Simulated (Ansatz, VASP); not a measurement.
## K2ZrO2 in VASP and in Ansatz

```
K Zr O
1.0
     6.11310    0.00000    0.00000
     0.00000    6.11310    0.00000
     0.00000    0.00000    5.33465
K Zr O
4 2 4
Direct
  0.83346 0.33346 0.50000
  0.66654 0.83346 0.50000
  0.33346 0.16654 0.50000
  0.16654 0.66654 0.50000
  0.50000 0.50000 0.00000
  0.00000 0.00000 0.00000
  0.73655 0.23655 0.00000
  0.76345 0.73655 0.00000
  0.26345 0.76345 0.00000
  0.23655 0.26345 0.00000
```

Change from the starting cell: species swapped into the La2MgCu2 type (P4/mbm, No. 127).

Alike in both runs: functional PBE; k mesh 4 × 4 × 4; occupations gaussian, width 0.1 eV; no spin polarisation.

Ansatz relaxed the structure, and its values are those at the end. VASP's run is a single point on that final structure, the one shown.

|  | VASP | Ansatz |
| --- | --- | --- |
| version | VASP 6.6.1 | Ansatz 0.2.0 |
| potentials or method | VASP PAW PBE potentials, release 64 (K_sv, Zr_sv, O), cutoff 520 eV | scalar-relativistic, plane waves, PAW |
| valence electrons in the cell | 84 | 84 |

VASP gave:

| Property | Result |
| --- | --- |
| gap on the k mesh at the Fermi level (eV) | 0.07 |
| least direct gap on the mesh (eV) | 0.12 |
| pressure (GPa) | 0.2 |
| rms of the force components (eV/Å) | 0.005 |

Question: What did Ansatz give for the same quantities?

Answer: gap on the k mesh at the Fermi level (eV): 0.07; least direct gap on the mesh (eV): 0.12; pressure (GPa): 0.0; rms of the force components (eV/Å): 0.007.

The functional is the same, so the differences come from potentials, cutoffs and numerics.
